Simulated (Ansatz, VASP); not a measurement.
**One calculation of Sb, two programs**

```
CELL_PARAMETERS angstrom
-1.57654 1.57654 2.71194
1.57654 -1.57654 2.71194
1.57654 1.57654 -2.71194
ATOMIC_POSITIONS crystal
Sb 0.00000 0.00000 0.00000
```

Alike in both runs: task single point; functional PBEsol; k mesh 12 × 12 × 12; occupations gaussian, width 0.05 eV; no spin polarisation.

|  | VASP | Ansatz |
| --- | --- | --- |
| version | VASP 6.6.1 | Ansatz 0.2.0 |
| potentials or method | VASP PAW PBE potentials, release 64 (Sb), cutoff 520 eV | all-electron LAPW, scalar-relativistic |

|  | VASP | Ansatz | Ansatz less VASP |
| --- | --- | --- | --- |
| gap on the k mesh at the Fermi level (eV) | none | none | - |
| pressure (GPa) | -1.3 | -1.3 | +0.01 |
| traceless stress, the component that is largest in VASP (GPa) | -0.33 | -0.29 | +0.039 |

VASP's potentials were made for PBE, not for PBEsol. A gap of «none» marks a metal or a gap that the smearing closes. Ansatz ran all-electron here, and VASP with PAW potentials.

Neither program's run includes spin-orbit coupling.
